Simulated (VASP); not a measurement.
# Mg12H (a cell with a defect) in VASP: notebook

Runs on Mg12H (a cell with a defect). Level: LDA. Tasks: single point.

Program: VASP 6.6.1. These are calculated values, not measurements. Logs are shortened: lines on timing, memory, paths and dates and some standing lists are left out, and cuts for length are marked.

## 1. The cell of the first run

The cell holds a defect, 13 atoms: a = 6.420 Å, b = 9.630 Å, c = 5.213 Å, α = 90.00°, β = 90.00°, γ = 120.00°.

## 2. Single point, LDA

Contents of INCAR:

```
  ALGO = Normal
  EDIFF = 1E-6
  ENCUT = 520
  GGA = CA
  ISIF = 2
  ISMEAR = -1
  LASPH = T
  LCHARG = F
  LREAL = F
  LWAVE = F
  NBANDS = 24
  NELM = 60
  PREC = Accurate
  SIGMA = 0.05
```

Contents of KPOINTS:

```
k-points
0
Gamma
  3 2 3
```

Contents of POSCAR:

```
Mg12H
1.0
    6.4200000000      0.0000000000      0.0000000000
   -4.8150000000      8.3398250000      0.0000000000
    0.0000000000      0.0000000000      5.2130400000
Mg H
12 1
Direct
    0.0371518185      0.0170746988      0.0691535074
    0.1748950453      0.2556648371      0.4762480242
    0.0106004644      0.3198868082      0.0258390498
    0.0672201634      0.5396995740      0.5119085984
   -0.0480231262      0.7047749803     -0.0007673066
    0.0809450084      0.9030045594      0.5703006307
    0.4803521013      0.0148204549      0.0455012814
    0.7171792915      0.2069347978      0.5750195663
    0.5490807901      0.3375490493     -0.0892185750
    0.5812756239      0.5476613718      0.3706090880
    0.4631800578      0.6511767333     -0.1044304283
    0.5851157934      0.8834358035      0.5028160152
   -0.1216476640      0.6787792310      0.6109870632
```

Potentials or basis: VASP PAW LDA potentials, release 64 (Mg, H).

Run with:

```console
> cat potpaw_LDA.64/Mg/POTCAR potpaw_LDA.64/H/POTCAR > POTCAR
> mpirun -np 1 vasp_std > vasp.out
```

OUTCAR:

```text
EDIFF = 1E-6
   ENCUT = 520
   GGA = CA
   ISIF = 2
   ISMEAR = -1
   LASPH = T
   LREAL = F
   NELM = 60
   PREC = Accurate

 ion  position               nearest neighbor table
   1  0.037  0.017  0.069-   5 2.80   7 2.86   6 2.89   6 2.90   2 2.92   3 3.01   9 3.30  12 3.38
                             7 3.57
   2  0.175  0.256  0.476-   3 2.77  10 2.77   8 2.78   1 2.92   9 3.10   4 3.14   6 3.18   3 3.22
                             9 3.63
   3  0.011  0.320  0.026-   2 2.77   8 2.86   1 3.01   9 3.11  11 3.13   7 3.20   4 3.20   2 3.22
                             8 3.30   4 3.32   9 3.43
   4  0.067  0.540  0.512-  13 2.27   8 2.87  11 2.98   2 3.14   3 3.20  10 3.24   5 3.27  12 3.32
                             3 3.32  10 3.34   5 3.38   6 3.47   9 3.56
   5  0.952  0.705  0.999-  13 2.06   6 2.78   1 2.80  10 2.85  11 2.96   9 3.20   7 3.22   4 3.27
                             4 3.38   6 3.41  11 3.61
   6  0.081  0.903  0.570-  13 1.89   5 2.78   1 2.89   1 2.90  12 3.11   2 3.18   7 3.33  12 3.35
                             5 3.41   4 3.47  10 3.48   7 3.53   8 3.65
   7  0.480  0.015  0.046-   1 2.86  12 2.93   8 2.99   9 3.00   3 3.20   5 3.22   8 3.25  12 3.30
                             6 3.33   6 3.53  11 3.54   1 3.57
   8  0.717  0.207  0.575-   9 2.68   2 2.78  12 2.82   3 2.86   4 2.87   7 2.99   7 3.25   3 3.30
                             6 3.65
   9  0.549  0.338  0.911-   8 2.68   7 3.00  10 3.08   2 3.10   3 3.11   5 3.20   1 3.30  11 3.33
                            10 3.41   3 3.43   4 3.56   2 3.63
  10  0.581  0.548  0.371-  13 2.10   2 2.77   5 2.85  11 2.91   9 3.08  11 3.13   4 3.24  12 3.29
                             4 3.34   9 3.41   6 3.48
  11  0.463  0.651  0.896-  12 2.84  10 2.91   5 2.96   4 2.98   3 3.13  10 3.13   9 3.33   7 3.54
                             5 3.61
  12  0.585  0.883  0.503-   8 2.82  11 2.84   7 2.93   6 3.11  10 3.29   7 3.30   4 3.32   6 3.35
                             1 3.38
  13  0.878  0.679  0.611-   6 1.89   5 2.06  10 2.10   4 2.27

  LATTYP: Found a simple monoclinic cell.
 ALAT       =     6.4200000000
 B/A-ratio  =     0.8120000000
 C/A-ratio  =     1.3228757108
 COS(beta)  =    -0.1889822286

  Lattice vectors:

 A1 = (   6.4200000000,   0.0000000000,   0.0000000000)
 A2 = (   0.0000000000,   0.0000000000,   5.2130400000)
 A3 = (  -1.6050000000,  -8.3398250000,   0.0000000000)

Analysis of symmetry for initial positions (statically):
=====================================================================
 Subroutine PRICEL returns:
 Original cell was already a primitive cell.

 Routine SETGRP: Setting up the symmetry group for a
 simple monoclinic supercell.

 Subroutine GETGRP returns: Found  1 space group operations
 (whereof  1 operations were pure point group operations)
 out of a pool of  4 trial point group operations.

The static configuration has the point symmetry C_1 .

Analysis of symmetry for dynamics (positions and initial velocities):
=====================================================================
 Subroutine PRICEL returns:
 Original cell was already a primitive cell.

 Routine SETGRP: Setting up the symmetry group for a
 simple monoclinic supercell.

 Subroutine GETGRP returns: Found  1 space group operations
 (whereof  1 operations were pure point group operations)
 out of a pool of  4 trial point group operations.

The dynamic configuration has the point symmetry C_1 .

 Subroutine INISYM returns: Found  1 space group operations
 (whereof  1 operations are pure point group operations),
 and found     1 'primitive' translations

----------------------------------------------------------------------------------------

                                     Primitive cell

  volume of cell :     279.1149

  direct lattice vectors                    reciprocal lattice vectors
     6.420000000  0.000000000  0.000000000     0.155763240  0.089929945  0.000000000
    -4.815000000  8.339825000  0.000000000     0.000000000  0.119906593  0.000000000
     0.000000000  0.000000000  5.213040000     0.000000000  0.000000000  0.191826650

  length of vectors
[... 67 lines left out ...]
|        whereas your k-lattice is hexagonal.                                 |
|                                                                             |
|     Results are often still useful ...                                      |
|                                                                             |
 -----------------------------------------------------------------------------

 Subroutine IBZKPT returns following result:
 ===========================================

 Found     10 irreducible k-points:

 Following reciprocal coordinates:
            Coordinates               Weight
  0.000000  0.000000  0.000000      1.000000
  0.333333  0.000000  0.000000      2.000000
  0.000000  0.500000  0.000000      1.000000
  0.333333  0.500000  0.000000      2.000000
  0.000000  0.000000  0.333333      2.000000
  0.333333  0.000000  0.333333      2.000000
 -0.333333  0.000000  0.333333      2.000000
  0.000000  0.500000  0.333333      2.000000
  0.333333  0.500000  0.333333      2.000000
 -0.333333  0.500000  0.333333      2.000000
   k-points           NKPTS =     10   k-points in BZ     NKDIM =     10   number of bands    NBANDS=     24
   number of dos      NEDOS =    301   number of ions     NIONS =     13
   total plane-waves  NPLWV = 138240
   dimension x,y,z NGX =    48 NGY =   72 NGZ =   40
   dimension x,y,z NGXF=    96 NGYF=  144 NGZF=   80
   ions per type =              12   1
   NGX,Y,Z   is equivalent  to a cutoff of  12.43, 12.43, 12.76 a.u.
   NGXF,Y,Z  is equivalent  to a cutoff of  24.86, 24.86, 25.51 a.u.
 SYSTEM =  unknown system
   PREC   = accura    normal or accurate (medium, high low for compatibility)
   ISTART =      0    job   : 0-new  1-cont  2-samecut
   ICHARG =      2    charge: 1-file 2-atom 10-const
   ISPIN  =      1    spin polarized calculation?
   LNONCOLLINEAR =      F non collinear calculations
   LSORBIT =      F    spin-orbit coupling
   LASPH  =      T    aspherical Exc in radial PAW
   ENCUT  =  520.0 eV  38.22 Ry    6.18 a.u.  11.94 17.91  9.69*2*pi/ulx,y,z
   NELM   =     60;   NELMIN=  2; NELMDL= -5     # of ELM steps
   EDIFF  = 0.1E-05   stopping-criterion for ELM
   LREAL  =      F    real-space projection
   EDIFFG = 0.1E-04   stopping-criterion for IOM
   NSW    =      0    number of steps for IOM
   IBRION =     -1    ionic relax: 0-MD 1-quasi-New 2-CG
   NFREE  =      0    steps in history (QN), initial steepest desc. (CG)
   ISIF   =      2    stress and relaxation
   ISYM   =      2    0-nonsym 1-usesym 2-fastsym
   POTIM  = 0.5000    time-step for ionic-motion
   TEBEG  =    0.0;   TEEND  =   0.0 temperature during run
   PSTRESS=    0.0 pullay stress
   NELECT =      25.0000    total number of electrons
   NUPDOWN=      -1.0000    fix difference up-down
   EMIN   =  10.00;   EMAX   =-10.00  energy-range for DOS
   EFERMI =   0.00;   METHOD = LEGACY
   ISMEAR =    -1;   SIGMA  =   0.05  broadening in eV -4-tet -1-fermi 0-gaus
   EFERMI_NEDOS =   21; number of points for ismear=-14 and -15
   IALGO  =     38    algorithm
   IMIX   =      4    mixing-type and parameters
     AMIX     =   0.40;   BMIX     =  1.00
     AMIX_MAG =   1.60;   BMIX_MAG =  1.00
  volume/ion in A,a.u.               =      21.47       144.89
  Fermi-wavevector in a.u.,A,eV,Ry     =   0.732477  1.384180  7.299827  0.536522
  Thomas-Fermi vector in A             =   1.824949
   LORBIT       =      0    0 simple, 1 ext, 2 COOP (PROOUT), +10 PAW based schemes
   GGA     = CA    functional components
   LHFCALC =     F    Hartree Fock is set to
   AEXX    =    0.0000 exact exchange contribution
   IVDW    =     0    specifies the selected vdW correction
   LEPSILON=     F    determine dielectric tensor
   LRPA    =     F    only Hartree local field effects (RPA)
 non-spin polarized calculation
  energy-cutoff  :      520.00
  volume of cell :      279.11
 maximum number of plane-waves:      7549
   NGX = 23   NGY = 35   NGZ = 19

 number of electron      25.0000000 magnetization

 Free energy of the ion-electron system (eV)
  ---------------------------------------------------
  ext. energy  EPLUGINS =         0.00000000
  ---------------------------------------------------
  free energy    TOTEN  =       -22.55988956 eV

  energy without entropy =      -22.49082149  energy(sigma->0) =      -22.52535552

 E-fermi :   2.4119     XC(G=0):  -8.6573

 val. band max:        2.3941047845   @ k =   0.3333   0.0000   0.0000
 cond. band min:       2.4145309131   @ k =  -0.3333   0.0000   0.3333
 fundamental gap:      0.0204261286
 Fermi energy:         2.4119284342

 k-point     1 :       0.0000    0.0000    0.0000
  band No.  band energies     occupation
      1      -4.9362      2.00000
      2      -3.2502      2.00000
      3      -2.3670      2.00000
      4      -1.2233      2.00000
      5      -0.7988      2.00000
      6      -0.2764      2.00000
[... 259 lines left out ...]
     23       6.0384      0.00000
     24       6.3948      0.00000

------------------------ aborting loop because EDIFF is reached ----------------------------------------

  FORCE on cell =-STRESS in cart. coord.  units (eV):
  Direction    XX          YY          ZZ          XY          YZ          ZX
  --------------------------------------------------------------------------------------
  -------------------------------------------------------------------------------------
  Total       -1.0645767      1.2960928      2.6142851     -1.2973962     -1.4734037     -0.1835121
  in kB       -6.1108908      7.4398412     15.0065380     -7.4473227     -8.4576424     -1.0533973
  external PRESSURE =       5.4451628 kB  Pullay stress =       0.0000000 kB

 VOLUME and BASIS-vectors are now :
 -----------------------------------------------------------------------------
  energy-cutoff  :      520.00
  volume of cell :      279.11
      direct lattice vectors                 reciprocal lattice vectors
     6.420000000  0.000000000  0.000000000     0.155763240  0.089929945  0.000000000
    -4.815000000  8.339825000  0.000000000     0.000000000  0.119906593  0.000000000
     0.000000000  0.000000000  5.213040000     0.000000000  0.000000000  0.191826650

 POSITION                                       TOTAL-FORCE (eV/Angst)
 -----------------------------------------------------------------------------------
      0.15630      0.14240      0.36050        -0.956057      0.287115     -0.229404
     -0.10820      2.13220      2.48270         0.514379     -0.500021      0.619637
     -1.47220      2.66780      0.13470        -0.187377      0.374275     -0.128236
     -2.16710      4.50100      2.66860        -0.039015      0.316401     -0.180309
      2.71820      5.87770      5.20904         0.771022     -0.517901      0.094615
     -3.82830      7.53090      2.97300         0.450100      0.310424     -0.487255
      3.01250      0.12360      0.23720         0.279160     -0.255588     -0.054470
      3.60790      1.72580      2.99760        -0.508927     -0.284092     -0.965294
      1.89980      2.81510      4.74794        -0.719787      0.493084      0.602401
      1.09480      4.56740      1.93200         0.164176      0.331072      0.555721
     -0.16180      5.43070      4.66864        -0.198823      0.034632      0.381879
     -0.49730      7.36770      2.62120         0.215067     -0.232503     -0.239114
      2.37070      5.66090      3.18510         0.216082     -0.356898      0.029829
 -----------------------------------------------------------------------------------
    total drift:                               -0.000242     -0.000136     -0.000072

  FREE ENERGIE OF THE ION-ELECTRON SYSTEM (eV)
  ---------------------------------------------------
  free  energy   TOTEN  =       -22.5598895602 eV

  energy  without entropy=      -22.4908214879  energy(sigma->0) =      -22.52535552
```

Wall time 56 s (1 thread of Intel Xeon Platinum 8488C (Sapphire Rapids), shared host); peak memory 0.29 GiB.

Results:

| Property | Result |
| --- | --- |
| Free energy | -22.5599 eV |
| Pressure | 0.5 GPa |
| Largest force | 1.128 eV/Å |

Forces on the atoms (eV/Å):
```
Mg  -0.956  0.287 -0.229
Mg   0.514 -0.500  0.620
Mg  -0.187  0.374 -0.128
Mg  -0.039  0.316 -0.180
Mg   0.771 -0.518  0.095
Mg   0.450  0.310 -0.487
Mg   0.279 -0.256 -0.054
Mg  -0.509 -0.284 -0.965
Mg  -0.720  0.493  0.602
Mg   0.164  0.331  0.556
Mg  -0.199  0.035  0.382
Mg   0.215 -0.233 -0.239
H    0.216 -0.357  0.030
```

Levels at points of the mesh, in eV from the Fermi level:
| k point | band 9 | band 10 | band 11 | band 12 | band 13 | band 14 | band 15 | band 16 |
| --- | --- | --- | --- | --- | --- | --- | --- | --- |
| (0.00, 0.00, 0.00) | -1.54 | -0.80 | -0.19 | -0.05 | 0.29 | 0.48 | 0.69 | 1.51 |
| (0.00, 0.50, 0.00) | -1.57 | -1.10 | -1.01 | -0.79 | -0.31 | -0.08 | 1.16 | 1.73 |

Caveat: the k points lie up to 0.40 Å⁻¹ apart.

(Continued in part 2 of 2.)
